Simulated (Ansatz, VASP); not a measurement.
## Rh: VASP beside Ansatz

Contents of INCAR:

```
SYSTEM = Rh
  ALGO = Normal
  EDIFF = 1E-7
  ENCUT = 520
  GGA = CA
  ISIF = 2
  ISMEAR = -1
  LASPH = .True.
  LCHARG = .False.
  LREAL = .False.
  LWAVE = .False.
  NBANDS = 22
  NELM = 60
  PREC = Accurate
  SIGMA = 0.08
```

Contents of KPOINTS:

```
k-points
0
Gamma
  16 16 9
  0 0 0
```

Contents of POSCAR:

```
Rh
1.0
    2.3416541677      0.0000000000      0.0000000000
   -1.1708270839      2.0279319961      0.0000000000
    0.0000000000      0.0000000000      3.8032956602
Rh
2
Direct
    0.3333333333      0.6666666667      0.2500000000
    0.6666666667      0.3333333333      0.7500000000
```

Input for Ansatz:

```yaml
crystal:
  lattice:
    - [2.3416541677, 0.0, 0.0]
    - [-1.1708270839, 2.0279319961, 0.0]
    - [0.0, 0.0, 3.8032956602]
  atoms:
    - { symbol: Rh, position: [0.3333333333, 0.6666666667, 0.25] }
    - { symbol: Rh, position: [0.6666666667, 0.3333333333, 0.75] }
kpoints:
  mp_grid: { grid: [16, 16, 9] }
  band_path:
    path:
      - [0.0, 0.0, 0.0]
      - [0.5, 0.0, 0.0]
      - [0.3333333333, 0.3333333333, 0.0]
      - [0.0, 0.0, 0.0]
      - [0.0, 0.0, 0.5]
      - [0.5, 0.0, 0.5]
      - [0.3333333333, 0.3333333333, 0.5]
      - [0.0, 0.0, 0.5]
      - [0.5, 0.0, 0.5]
    npoints: 8
scf:
  occupations: { method: fermi_dirac, width: 0.08 }
hamiltonian:
  xc: lda
  pseudopotentials: { kind: all_electron, lapw: { basis_error: 0.001 } }
output:
  forces: true
  stress: true
  eigenvalues: true
  populations: true
  dos: { projected: true, de: 0.2, e_range: [-14, 8] }
```

Change from the starting cell: volume scaled by 0.68, LAPW.

Alike in both runs: task single point; functional LDA; k mesh 16 × 16 × 9; occupations fermi-dirac, width 0.08 eV; no spin polarisation.

```csv
,VASP,Ansatz
version,VASP 6.6.1,Ansatz 0.2.0
potentials or method,"VASP PAW LDA potentials, release 64 (Rh_pv), cutoff 520 eV","all-electron LAPW, scalar-relativistic"
```

```csv
,VASP,Ansatz,Ansatz less VASP
pressure (GPa),316.4,310.9,-5.55
"traceless stress, the component that is largest in VASP (GPa)",0.14,-0.07,-0.210
```

LDA's correlation is that of Perdew and Zunger in VASP and of Perdew and Wang (1992) in Ansatz. Both programs put the cell under a high pressure, so it lies far from rest at this level. Ansatz ran all-electron here, and VASP with PAW potentials.

Noted on VASP's run: the cell as given lies far from equilibrium.
